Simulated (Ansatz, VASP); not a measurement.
**Hg in VASP and in Ansatz**

INCAR

```
  ALGO = Fast
  EDIFF = 1E-6
  ENCUT = 520
  GGA = PS
  ISIF = 2
  ISMEAR = 0
  IVDW = 12
  LASPH = T
  LCHARG = T
  LELF = T
  LREAL = F
  LVHAR = T
  LWAVE = F
  NBANDS = 19
  NELM = 100
  PREC = Accurate
  SIGMA = 0.15
```

Contents of KPOINTS:

```
k-points
0
Gamma
  18 18 10
```

File POSCAR:

```
Hg
1.0
    3.0752000000      0.0000000000      0.0000000000
   -1.5376000000      2.6632013217      0.0000000000
    0.0000000000      0.0000000000      5.7834000000
Hg
2
Direct
    0.6666666667      0.3333333333      0.7500000000
    0.3333333333      0.6666666667      0.2500000000
```

Input for Ansatz:

```yaml
crystal:
  lattice:
    - [3.0752, 0.0, 0.0]
    - [-1.5376, 2.6632013217, 0.0]
    - [0.0, 0.0, 5.7834]
  atoms:
    - { symbol: Hg, position: [0.6666666667, 0.3333333333, 0.75] }
    - { symbol: Hg, position: [0.3333333333, 0.6666666667, 0.25] }
basis:
  ecutwfc: 420
kpoints:
  mp_grid: { grid: [18, 18, 10] }
hamiltonian:
  xc: pbesol
  dispersion: d3bj
scf:
  occupations: { method: gaussian, width: 0.15 }
output:
  forces: true
  stress: true
  eigenvalues: true
```

Alike in both runs: task single point; functional PBEsol; dispersion D3(BJ); k mesh 18 × 18 × 10; occupations gaussian, width 0.15 eV; no spin polarisation.

|  | VASP | Ansatz |
| --- | --- | --- |
| version | VASP 6.6.1 | Ansatz 0.2.0 |
| potentials or method | VASP PAW PBE potentials, release 64 (Hg), cutoff 520 eV | scalar-relativistic, plane waves, PAW |
| valence electrons in the cell | 24 | 40 |

```tsv
	VASP	Ansatz	Ansatz less VASP
gap on the k mesh at the Fermi level (eV)	none	none	-
pressure (GPa)	-2.7	-3.1	-0.40
traceless stress, the component that is largest in VASP (GPa)	-1.26	-1.07	+0.188
```

VASP's potentials were made for PBE, not for PBEsol. A gap of «none» marks a metal or a gap that the smearing closes. VASP's potentials hold 24 valence electrons a cell and Ansatz's 40, so a difference there can come from the potentials and not from the codes.

Spin-orbit coupling is off throughout.
